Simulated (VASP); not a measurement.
# Mg (P6_3/mmc) in VASP: notebook, part 2 of 2

VASP 6.6.1.

## 5. Single point, PBE (strain +0.080 along x and y, +0.000 along z)

File INCAR:

```
PREC = Accurate
ENCUT = 520
EDIFF = 1E-6
ISMEAR = 0
SIGMA = 0.15
LREAL = F
LASPH = T
NELM = 80
ALGO = Normal
ISIF = 2
LWAVE = F
LCHARG = F
GGA = PE
NBANDS = 9
```

File KPOINTS:

```
Automatic mesh
0
Gamma
  18 18 10
```

File POSCAR:

```
Mg
1.0
    3.4660132551      0.0000000000      0.0000000000
   -1.7330066275      3.0016555288      0.0000000000
    0.0000000000      0.0000000000      5.2103300000
Mg
2
Direct
    0.3333333333      0.6666666667      0.2500000000
    0.6666666667      0.3333333333      0.7500000000
```

Potentials or basis: VASP PAW PBE potentials, release 64 (Mg).

Command:

```sh
$ cat potpaw_PBE.64/Mg/POTCAR > POTCAR
$ mpirun -np 1 vasp_std > vasp.out
```

OUTCAR:

```text
PREC = Accurate
   ENCUT = 520
   EDIFF = 1E-6
   ISMEAR = 0
   LREAL = F
   LASPH = T
   NELM = 80
   ISIF = 2
   GGA = PE

 ion  position               nearest neighbor table
   1  0.333  0.667  0.250-   2 3.29   2 3.29   2 3.29   2 3.29   2 3.29   2 3.29
   2  0.667  0.333  0.750-   1 3.29   1 3.29   1 3.29   1 3.29   1 3.29   1 3.29

  LATTYP: Found a hexagonal cell.
 ALAT       =     3.4660132551
 C/A-ratio  =     1.5032631489

  Lattice vectors:

 A1 = (   3.4660132551,   0.0000000000,   0.0000000000)
 A2 = (  -1.7330066275,   3.0016555288,   0.0000000000)
 A3 = (   0.0000000000,   0.0000000000,   5.2103300000)

Analysis of symmetry for initial positions (statically):
=====================================================================
 Subroutine PRICEL returns:
 Original cell was already a primitive cell.

 Routine SETGRP: Setting up the symmetry group for a
 hexagonal supercell.

 Subroutine GETGRP returns: Found 24 space group operations
 (whereof 12 operations were pure point group operations)
 out of a pool of 24 trial point group operations.

The static configuration has the point symmetry D_3d.
 The point group associated with its full space group is D_6h.

Analysis of symmetry for dynamics (positions and initial velocities):
=====================================================================
 Subroutine PRICEL returns:
 Original cell was already a primitive cell.

 Routine SETGRP: Setting up the symmetry group for a
 hexagonal supercell.

 Subroutine GETGRP returns: Found 24 space group operations
 (whereof 12 operations were pure point group operations)
 out of a pool of 24 trial point group operations.

The dynamic configuration has the point symmetry D_3d.
 The point group associated with its full space group is D_6h.

 Subroutine INISYM returns: Found 24 space group operations
 (whereof 12 operations are pure point group operations),
[... 119 lines left out ...]
  Thomas-Fermi vector in A             =   1.766954
   LORBIT       =      0    0 simple, 1 ext, 2 COOP (PROOUT), +10 PAW based schemes
   GGA     = PE    functional components
   LHFCALC =     F    Hartree Fock is set to
   AEXX    =    0.0000 exact exchange contribution
   IVDW    =     0    specifies the selected vdW correction
   LEPSILON=     F    determine dielectric tensor
   LRPA    =     F    only Hartree local field effects (RPA)
 non-spin polarized calculation
 Gauss-broadening in eV      SIGMA  =   0.15
  energy-cutoff  :      520.00
  volume of cell :       54.21
 maximum number of plane-waves:      1496
 NGX is ok and might be reduce to    28
   NGX = 13   NGY = 13   NGZ = 19

 number of electron       4.0000000 magnetization

 Free energy of the ion-electron system (eV)
  ---------------------------------------------------
  ext. energy  EPLUGINS =         0.00000000
  ---------------------------------------------------
  free energy    TOTEN  =        -2.86984983 eV

  energy without entropy =       -2.86051149  energy(sigma->0) =       -2.86518066

 E-fermi :   1.8414     XC(G=0):  -7.9900

 val. band max:        1.8073627313   @ k =   0.3333   0.1111   0.1000
 cond. band min:       1.8446264266   @ k =   0.2778   0.2778   0.3000
 fundamental gap:      0.0372636953
 Fermi energy:         1.8413638948

 k-point     1 :       0.0000    0.0000    0.0000
  band No.  band energies     occupation
      1      -4.4255      2.00000
      2       0.7762      2.00000
      3       1.2532      2.00000
      4      10.7277      0.00000
      5      10.7277      0.00000
      6      11.0997      0.00000
      7      11.0997      0.00000
      8      12.6925      0.00000
      9      12.9809      0.00000
[... 265 lines left out ...]
 k-point    24 :       0.3889    0.1111    0.0000
  band No.  band energies     occupation
      1      -1.0229      2.00000
      2       0.7748      2.00000
      3       3.9347      0.00000
      4       4.5060      0.00000
      5       5.2721      0.00000
      6       5.7459      0.00000
      7       6.6409      0.00000
      8      10.0908      0.00000
      9      10.6027      0.00000

 [... further k-points ...]

------------------------ aborting loop because EDIFF is reached ----------------------------------------

  FORCE on cell =-STRESS in cart. coord.  units (eV):
  Direction    XX          YY          ZZ          XY          YZ          ZX
  --------------------------------------------------------------------------------------
  -------------------------------------------------------------------------------------
  Total       -1.6473938     -1.6473938     -0.9737836     -0.0000000      0.0000000      0.0000000
  in kB      -48.6913384    -48.6913384    -28.7817201     -0.0000000      0.0000000      0.0000000
  external PRESSURE =     -42.0547990 kB  Pullay stress =       0.0000000 kB

 VOLUME and BASIS-vectors are now :
 -----------------------------------------------------------------------------
  energy-cutoff  :      520.00
  volume of cell :       54.21
      direct lattice vectors                 reciprocal lattice vectors
     3.466013255  0.000000000  0.000000000     0.288515919  0.166574744  0.000000000
    -1.733006628  3.001655529  0.000000000     0.000000000  0.333149487  0.000000000
     0.000000000  0.000000000  5.210330000     0.000000000  0.000000000  0.191926423

 POSITION                                       TOTAL-FORCE (eV/Angst)
 -----------------------------------------------------------------------------------
     -0.00000      2.00110      1.30258         0.000000      0.000000      0.000000
      1.73301      1.00055      3.90775         0.000000     -0.000000      0.000000
 -----------------------------------------------------------------------------------
    total drift:                               -0.000000      0.000000     -0.000000

  FREE ENERGIE OF THE ION-ELECTRON SYSTEM (eV)
  ---------------------------------------------------
  free  energy   TOTEN  =        -2.8698498322 eV

  energy  without entropy=       -2.8605114942  energy(sigma->0) =       -2.86518066
```

OSZICAR:

```text
N       E                     dE             d eps       ncg     rms          rms(c)
DAV:   1    -0.328125747253E+00   -0.32813E+00   -0.12492E+03  3996   0.308E+02
DAV:   2    -0.283929192294E+01   -0.25112E+01   -0.24311E+01  5464   0.253E+01
DAV:   3    -0.288249890507E+01   -0.43207E-01   -0.42985E-01  5186   0.271E+00
DAV:   4    -0.288263905911E+01   -0.14015E-03   -0.14015E-03  5240   0.152E-01
DAV:   5    -0.288263959890E+01   -0.53979E-06   -0.53959E-06  5114   0.923E-03    0.983E-01
DAV:   6    -0.287753774147E+01    0.51019E-02   -0.11475E-03  4514   0.248E-01    0.634E-01
DAV:   7    -0.286983785191E+01    0.76999E-02   -0.46491E-03  4186   0.445E-01    0.387E-02
DAV:   8    -0.286985304832E+01   -0.15196E-04   -0.31409E-05  5666   0.326E-02    0.941E-03
DAV:   9    -0.286985028768E+01    0.27606E-05   -0.19783E-06  4454   0.693E-03    0.691E-04
DAV:  10    -0.286984983216E+01    0.45553E-06   -0.11571E-08  2514   0.653E-04
   1 F= -.28698498E+01 E0= -.28651807E+01  d E =-.933834E-02
```

stdout:

```text
POSCAR found type information on POSCAR Mg
 POSCAR found :  1 types and       2 ions
 scaLAPACK will be used
 LDA part: xc-table for (Slater+PW92), standard interpolation
 POSCAR, INCAR and KPOINTS ok, starting setup
 FFT: planning ... GRIDC
 FFT: planning ... GRID_SOFT
 FFT: planning ... GRID
 WAVECAR not read
 entering main loop
```

Wall time 30 s (1 thread of Intel Xeon 6975P-C (Granite Rapids), shared host); peak memory 0.24 GiB.

Results:

```yaml
Free_energy: -2.8698 eV
Pressure: -4.2 GPa
Band_gap_on_the_k_mesh: zero (bands 2 and 3 overlap by 1.77 eV)
```

Stress tensor (GPa, compression positive):
```
-4.87  0.00  0.00
 0.00 -4.87  0.00
 0.00  0.00 -2.88
```

Caveat: the cell differs from its parent crystal (strain +0.080 along x and y, +0.000 along z); the cell stands under tension.

## 6. Summary

```csv
cell,gap on the mesh (eV),pressure (GPa)
"a = 3.338, b = 3.338, c = 5.210 Å, angles 90.0, 90.0, 120.0°, 2 atoms",none,-2.8
"a = 3.466, b = 3.466, c = 5.002 Å, angles 90.0, 90.0, 120.0°, 2 atoms",none,-3.2
"a = 3.338, b = 3.338, c = 5.419 Å, angles 90.0, 90.0, 120.0°, 2 atoms",none,-3.7
"a = 3.466, b = 3.466, c = 5.210 Å, angles 90.0, 90.0, 120.0°, 2 atoms",none,-4.2
```

Alike in all rows: task single point; level PBE; potentials or basis VASP PAW PBE potentials, release 64 (Mg); no spin polarisation; k mesh 18 × 18 × 10; cutoff (eV) 520; smearing gaussian 0.15 eV.

Caveats: the cell stands under tension (at least some runs).

Absolute energies hang on the potentials; compare differences alone.

The gap in the log of VASP goes by the Fermi energy; the results here count the filled bands.